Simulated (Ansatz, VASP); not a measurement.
One calculation of MgCdSe2, two programs

```xyz
4
Lattice="1.9715 1.1382 6.4331 -1.9715 1.1382 6.4331 0.0000 -2.2765 6.4331" Properties=species:S:1:pos:R:3 pbc="T T T"
Mg    1.9715    1.1382    6.4331
Cd    0.0000    0.0000    9.6496
Se    0.0000    0.0000    4.8925
Se    0.0000    0.0000   14.4067
```

Alike in both runs: task single point; functional PBE; k mesh 6 × 6 × 6; no spin polarisation.

|  | VASP | Ansatz |
| --- | --- | --- |
| version | VASP 6.6.1 | Ansatz 0.2.0 |
| potentials or method | VASP PAW PBE potentials, release 64 (Mg, Cd, Se) | plane waves, PAW |
| plane-wave cutoff (eV) | 520 | 420 |
| occupations | gaussian, width 0.01 eV | fixed |
| valence electrons in the cell | 26 | 62 |

```csv
,VASP,Ansatz,Ansatz less VASP
gap on the k mesh at the Fermi level (eV),0.60,0.62,+0.019
pressure (GPa),2.1,2.0,-0.15
"traceless stress, the component that is largest in VASP (GPa)",-0.04,-0.05,-0.011
rms of the force components (eV/Å),0.028,0.012,-0.0170
```

Atom by atom the forces differ by 0.017 eV/Å (rms over components). VASP's potentials hold 26 valence electrons a cell and Ansatz's 62, so a difference there can come from the potentials and not from the codes.
